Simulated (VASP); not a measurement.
# BaS (I4/mmm) in VASP: a series of runs

BaS is run at these levels: LDA; tasks: electric field gradients.

Program: VASP 6.6.1. These are calculated values, not measurements. Logs are shortened: lines on timing, memory, paths and dates and some standing lists are left out, and cuts for length are marked.

## 1. The cell of the first run

Symmetry: I4/mmm, No. 139, tetragonal system. Conventional cell: a = 4.517 Å, b = 4.517 Å, c = 6.260 Å, α = 90.00°, β = 90.00°, γ = 90.00°. Within 4.1 Å of Ba (site symmetry 4/mmm) lie 6 S at 3.13 to 3.19 Å. Within 4.1 Å of S (site symmetry 4/mmm) lie 6 Ba at 3.13 to 3.19 Å.

## 2. Electric field gradients, LDA (zz strain of -2 %)

The input, INCAR:

```
SYSTEM = BaS
  PREC = Accurate
  ENCUT = 520
  EDIFF = 1E-8
  ISMEAR = -1
  SIGMA = 0.01
  LREAL = .False.
  LASPH = .True.
  NELM = 80
  ALGO = Normal
  ISIF = 2
  LWAVE = .False.
  LCHARG = .False.
  LEFG = .True.
  NBANDS = 15
```

The input, KPOINTS:

```
regular mesh
0
Gamma
  7 7 7
  0 0 0
```

The input, POSCAR:

```
BaS
1.0
    0.0000000000      3.1937500000      3.1298750000
    3.1937500000      0.0000000000      3.1298750000
    3.1937500000      3.1937500000      0.0000000000
Ba S
1 1
Direct
    0.0000000000      0.0000000000      0.0000000000
    0.5000000000      0.5000000000      0.5000000000
```

Potentials or basis: VASP PAW LDA potentials, release 64 (Ba_sv, S).

The run is started by

```bash
$ cat potpaw_LDA.64/Ba_sv/POTCAR potpaw_LDA.64/S/POTCAR > POTCAR
$ mpirun -np 1 vasp_std > vasp.out
```

OUTCAR:

```text
SYSTEM = BaS
   PREC = Accurate
   ENCUT = 520
   EDIFF = 1E-8
   ISMEAR = -1
   LREAL = .False.
   LASPH = .True.
   NELM = 80
   ISIF = 2

 ion  position               nearest neighbor table
   1  0.000  0.000  0.000-   2 3.13   2 3.13   2 3.19   2 3.19   2 3.19   2 3.19
   2  0.500  0.500  0.500-   1 3.13   1 3.13   1 3.19   1 3.19   1 3.19   1 3.19

  LATTYP: Found a body centered tetragonal cell.
 ALAT       =     4.5166445648
 C/A-ratio  =     1.3859292911

  Lattice vectors:

 A1 = (   0.0000000000,  -3.1937500000,  -3.1298750000)
 A2 = (   0.0000000000,   3.1937500000,  -3.1298750000)
 A3 = (   3.1937500000,   0.0000000000,   3.1298750000)

Analysis of symmetry for initial positions (statically):
=====================================================================
 Subroutine PRICEL returns:
 Original cell was already a primitive cell.

 Routine SETGRP: Setting up the symmetry group for a
 body centered tetragonal supercell.

 Subroutine GETGRP returns: Found 16 space group operations
 (whereof 16 operations were pure point group operations)
 out of a pool of 16 trial point group operations.

The static configuration has the point symmetry D_4h.

Analysis of symmetry for dynamics (positions and initial velocities):
=====================================================================
 Subroutine PRICEL returns:
 Original cell was already a primitive cell.

 Routine SETGRP: Setting up the symmetry group for a
 body centered tetragonal supercell.

 Subroutine GETGRP returns: Found 16 space group operations
 (whereof 16 operations were pure point group operations)
 out of a pool of 16 trial point group operations.

The dynamic configuration has the point symmetry D_4h.

 Subroutine INISYM returns: Found 16 space group operations
 (whereof 16 operations are pure point group operations),
 and found     1 'primitive' translations

----------------------------------------------------------------------------------------

                                     Primitive cell

  volume of cell :      63.8497

  direct lattice vectors                    reciprocal lattice vectors
     0.000000000  3.193750000  3.129875000    -0.156555773  0.156555773  0.159750789
     3.193750000  0.000000000  3.129875000     0.156555773 -0.156555773  0.159750789
     3.193750000  3.193750000  0.000000000     0.156555773  0.156555773 -0.159750789

  length of vectors
     4.471706227  4.471706227  4.516644565     0.273019660  0.273019660  0.273019660

  position of ions in fractional coordinates (direct lattice)
     0.000000000  0.000000000  0.000000000
     0.500000000  0.500000000  0.500000000

  ion indices of the primitive-cell ions
   primitive index   ion index
                 1           1
                 2           2

----------------------------------------------------------------------------------------

 KPOINTS: regular mesh

Automatic generation of k-mesh.
 Grid dimensions read from file:
 generate k-points for:    7    7    7

 Generating k-lattice:

  Cartesian coordinates                     Fractional coordinates (reciprocal lattice)
    -0.022365110  0.022365110  0.022821541     0.142857143 -0.000000000  0.000000000
     0.022365110 -0.022365110  0.022821541    -0.000000000  0.142857143  0.000000000
     0.022365110  0.022365110 -0.022821541     0.000000000  0.000000000  0.142857143

  Length of vectors
     0.039002809  0.039002809  0.039002809

  Shift w.r.t. Gamma in fractional coordinates (k-lattice)
     0.000000000  0.000000000  0.000000000

 Subroutine IBZKPT returns following result:
 ===========================================

 Found     40 irreducible k-points:

 Following reciprocal coordinates:
[... 33 lines left out ...]
   NGXF,Y,Z  is equivalent  to a cutoff of  26.77, 26.77, 26.50 a.u.
 SYSTEM =  BaS
   PREC   = accura    normal or accurate (medium, high low for compatibility)
   ISTART =      0    job   : 0-new  1-cont  2-samecut
   ICHARG =      2    charge: 1-file 2-atom 10-const
   ISPIN  =      1    spin polarized calculation?
   LNONCOLLINEAR =      F non collinear calculations
   LSORBIT =      F    spin-orbit coupling
   LASPH  =      T    aspherical Exc in radial PAW
   ENCUT  =  520.0 eV  38.22 Ry    6.18 a.u.   8.31  8.31  8.40*2*pi/ulx,y,z
   NELM   =     80;   NELMIN=  2; NELMDL= -5     # of ELM steps
   EDIFF  = 0.1E-07   stopping-criterion for ELM
   LREAL  =      F    real-space projection
   EDIFFG = 0.1E-06   stopping-criterion for IOM
   NSW    =      0    number of steps for IOM
   IBRION =     -1    ionic relax: 0-MD 1-quasi-New 2-CG
   NFREE  =      0    steps in history (QN), initial steepest desc. (CG)
   ISIF   =      2    stress and relaxation
   ISYM   =      2    0-nonsym 1-usesym 2-fastsym
   POTIM  = 0.5000    time-step for ionic-motion
   TEBEG  =    0.0;   TEEND  =   0.0 temperature during run
   PSTRESS=    0.0 pullay stress
   NELECT =      16.0000    total number of electrons
   NUPDOWN=      -1.0000    fix difference up-down
   EMIN   =  10.00;   EMAX   =-10.00  energy-range for DOS
   EFERMI =   0.00;   METHOD = LEGACY
   ISMEAR =    -1;   SIGMA  =   0.01  broadening in eV -4-tet -1-fermi 0-gaus
   EFERMI_NEDOS =   21; number of points for ismear=-14 and -15
   IALGO  =     38    algorithm
   IMIX   =      4    mixing-type and parameters
     AMIX     =   0.40;   BMIX     =  1.00
     AMIX_MAG =   1.60;   BMIX_MAG =  1.00
  volume/ion in A,a.u.               =      31.92       215.44
  Fermi-wavevector in a.u.,A,eV,Ry     =   1.032116  1.950417 14.493792  1.065264
  Thomas-Fermi vector in A             =   2.166298
   LORBIT       =      0    0 simple, 1 ext, 2 COOP (PROOUT), +10 PAW based schemes
   GGA     = CA    functional components
   LHFCALC =     F    Hartree Fock is set to
   AEXX    =    0.0000 exact exchange contribution
   IVDW    =     0    specifies the selected vdW correction
   LEPSILON=     F    determine dielectric tensor
   LRPA    =     F    only Hartree local field effects (RPA)
 non-spin polarized calculation
  energy-cutoff  :      520.00
  volume of cell :       63.85
 maximum number of plane-waves:      1751
 NGX is ok and might be reduce to    36
   NGX = 17   NGY = 17   NGZ = 17

 number of electron      16.0000000 magnetization

 Free energy of the ion-electron system (eV)
  ---------------------------------------------------
  ext. energy  EPLUGINS =         0.00000000
  ---------------------------------------------------
  free energy    TOTEN  =       -11.16618223 eV

  energy without entropy =      -11.16618223  energy(sigma->0) =      -11.16618223

 E-fermi :   1.5994     XC(G=0):  -9.0733

 val. band max:        1.4004714269   @ k =   0.0000   0.0000   0.0000
 cond. band min:       3.2674341055   @ k =   0.4286   0.4286   0.0000
 fundamental gap:      1.8669626786
 Fermi energy:         1.5994171140

 k-point     1 :       0.0000    0.0000    0.0000
  band No.  band energies     occupation
      1     -24.5894      2.00000
      2      -9.6661      2.00000
      3      -9.6583      2.00000
      4      -9.6583      2.00000
      5      -8.9991      2.00000
      6       1.3241      2.00000
      7       1.3241      2.00000
      8       1.4005      2.00000
      9       4.7402      0.00000
     10       5.0037      0.00000
     11       5.0037      0.00000
     12       5.1481      0.00000
     13       5.9937      0.00000
     14       6.1440      0.00000
[... 401 lines left out ...]
      2     -10.6337      2.00000
      3      -9.9162      2.00000
      4      -9.7890      2.00000
      5      -8.0452      2.00000
      6      -0.1143      2.00000
      7       0.4514      2.00000
      8       0.6989      2.00000
      9       5.2551      0.00000
     10       6.4555      0.00000
     11       7.7205      0.00000
     12       8.0178      0.00000
     13       9.2666      0.00000
     14      10.3768      0.00000
     15      10.5200      0.00000

 [... further k-points ...]

------------------------ aborting loop because EDIFF is reached ----------------------------------------

  FORCE on cell =-STRESS in cart. coord.  units (eV):
  Direction    XX          YY          ZZ          XY          YZ          ZX
  --------------------------------------------------------------------------------------
  -------------------------------------------------------------------------------------
  Total       -0.6100151     -0.6100151      0.1425527      0.0000000     -0.0000000      0.0000000
  in kB      -15.3070810    -15.3070810      3.5770684      0.0000000     -0.0000000      0.0000000
  external PRESSURE =      -9.0123645 kB  Pullay stress =       0.0000000 kB

 VOLUME and BASIS-vectors are now :
 -----------------------------------------------------------------------------
  energy-cutoff  :      520.00
  volume of cell :       63.85
      direct lattice vectors                 reciprocal lattice vectors
     0.000000000  3.193750000  3.129875000    -0.156555773  0.156555773  0.159750789
     3.193750000  0.000000000  3.129875000     0.156555773 -0.156555773  0.159750789
     3.193750000  3.193750000  0.000000000     0.156555773  0.156555773 -0.159750789

 POSITION                                       TOTAL-FORCE (eV/Angst)
 -----------------------------------------------------------------------------------
      0.00000      0.00000      0.00000         0.000000     -0.000000      0.000000
      3.19375      3.19375      3.12988        -0.000000      0.000000      0.000000
 -----------------------------------------------------------------------------------
    total drift:                                0.000000      0.000000      0.000000

  FREE ENERGIE OF THE ION-ELECTRON SYSTEM (eV)
  ---------------------------------------------------
  free  energy   TOTEN  =       -11.1661822261 eV

  energy  without entropy=      -11.1661822261  energy(sigma->0) =      -11.16618223

 Electric field gradients (V/A^2)
---------------------------------------------------------------------
 ion       V_xx      V_yy      V_zz      V_xy      V_xz      V_yz
---------------------------------------------------------------------
   1      14.557    14.557   -29.114     0.000     0.000     0.000
   2       4.216     4.216    -8.431     0.000     0.000     0.000
---------------------------------------------------------------------

 Electric field gradients after diagonalization (V/A^2)
 (convention: |V_zz| > |V_xx| > |V_yy|)
----------------------------------------------------------------------
 ion       V_xx      V_yy      V_zz     asymmetry (V_yy - V_xx)/ V_zz
----------------------------------------------------------------------
   1      14.557    14.557   -29.114       0.000
   2       4.216     4.215    -8.431       0.000
----------------------------------------------------------------------

           NMR quadrupolar parameters

 Cq : quadrupolar parameter    Cq=e*Q*V_zz/h
 eta: asymmetry parameters     (V_yy - V_xx)/ V_zz
 Q  : nuclear electric quadrupole moment in mb (millibarn)
----------------------------------------------------------------------
 ion       Cq(MHz)       eta       Q (mb)
----------------------------------------------------------------------
   1      -0.070       0.000       1.000
   2      -0.020       0.000       1.000
----------------------------------------------------------------------
```

Run time: 34 s. Hardware: 1 thread of Intel Xeon Platinum 8259CL at 2.50GHz (Skylake/Cascade Lake), shared host; peak memory 0.18 GiB.

What came out:

```yaml
Free_energy: -11.1662 eV
Pressure: -0.9 GPa
Band_gap_on_the_k_mesh: 1.87 eV, indirect (least direct gap 2.01 eV)
```

Levels at points of the mesh, in eV from the valence-band top:
| k point | band 5 | band 6 | band 7 | band 8 | band 9 | band 10 | band 11 | band 12 |
| --- | --- | --- | --- | --- | --- | --- | --- | --- |
| (0.00, 0.00, 0.00) | -10.40 | -0.08 | -0.08 | 0.00 | 3.34 | 3.60 | 3.60 | 3.75 |

Electric field gradients, principal values (V/Å²):
```csv
atom,least,middle,greatest (by size)
1 Ba,14.557,14.557,-29.114
2 S,4.215,4.216,-8.431
```

Caveat: the cell differs from its parent crystal (zz strain of -2 %); without QUAD_EFG the Cq values of the log hold for a quadrupole moment of 1 mb, not for the nuclei; spin-orbit coupling is left out, which moves the levels of the heavy elements.

(Part 1 of 2 ends here.)
